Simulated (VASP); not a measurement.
A run of VASP 6.6.1:

File INCAR:

```
SYSTEM = HfB2
ALGO     = Normal         ! electronic algorithm
EDIFF    = 1E-7           ! SCF threshold, eV
ENCUT    = 520            ! plane-wave cutoff, eV
GGA      = PE             ! functional
ISIF     = 2              ! what is computed and relaxed
ISMEAR   = -1             ! smearing method
LASPH    = .True.         ! aspherical terms in the spheres
LCHARG   = .False.        ! write CHGCAR
LDAU     = .True.         ! DFT+U
LDAUJ    = 0 0          
LDAUL    = 2 -1           ! shell
LDAUPRINT= 1            
LDAUTYPE = 2            
LDAUU    = 8 0            ! U, eV
LMAXMIX  = 4              ! l up to which the mixer works
LREAL    = .False.        ! projectors in reciprocal space
LWAVE    = .False.        ! write WAVECAR
NBANDS   = 15             ! bands
NELM     = 150            ! most SCF steps
PREC     = Accurate       ! precision mode
SIGMA    = 0.05           ! smearing width, eV
```

The input KPOINTS:

```
k-points
0
Gamma
  10 10 8
  0 0 0
```

Contents of POSCAR:

```
HfB2
1.0
    3.1589612206      0.0000000000      0.0000000000
   -1.5794806103      2.7357406666      0.0000000000
    0.0000000000      0.0000000000      3.6026396403
Hf B
1 2
Direct
    0.0000000000      0.0000000000      0.0000000000
    0.6666666667      0.3333333333      0.5000000000
    0.3333333333      0.6666666667      0.5000000000
```

Potentials or basis: VASP PAW PBE potentials, release 64 (Hf_pv, B).

The run is started by

```console
$ cat potpaw_PBE.64/Hf_pv/POTCAR potpaw_PBE.64/B/POTCAR > POTCAR
$ mpirun -np 1 vasp_std > vasp.out
```

Hardware: 1 thread of Intel Xeon 8259CL, on a shared host.

Task: Estimate the wall time of this run.

Result: Wall time 40 s on 1 thread of Intel Xeon 8259CL (shared host), peak memory 0.16 GiB. Counts: scf iterations 14, k points 70.
